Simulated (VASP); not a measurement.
AlAs:

```
Al As
1.0
     0.00000    2.83040    2.83040
     2.83040    0.00000    2.83040
     2.83040    2.83040    0.00000
Al As
1 1
Direct
  0.00000 0.00000 0.00000
  0.25000 0.25000 0.25000
```

| Quantity | Value |
| --- | --- |
| Program | VASP 6.6.1 |
| Task | relaxation of cell and atoms |
| Functional | PBE |
| Potentials or basis | VASP PAW PBE potentials, release 64 (Al, As) |
| Cutoff | 500 eV |
| k mesh | 8 × 8 × 8 |
| Occupations | fermi-dirac, width 0.02 eV |
| Spin | no spin polarisation |

At the start: pressure 2.8 GPa; volume 22.67 Å³/atom.

Question: Where does the relaxation end?

Answer: Over 3 steps the energy falls by 7.3 meV/atom and the volume is 23.55 Å³/atom (+3.9 %); space group F-43m (No. 216, to 0.05 Å).

The path:
```
step  energy change (eV)  largest force (eV/Å)  pressure (GPa)  volume (Å³)
   1              0.0000                0.0000            2.77        45.35
   2             -0.0113                0.0000           -1.18        47.97
   3             -0.0146                0.0000            0.01        47.10
```

Final structure:
```
Al As
1.0
     0.00000    2.86629    2.86629
     2.86629    0.00000    2.86629
     2.86629    2.86629    0.00000
Al As
1 1
Direct
  0.00000 0.00000 0.00000
  0.25000 0.25000 0.25000
```
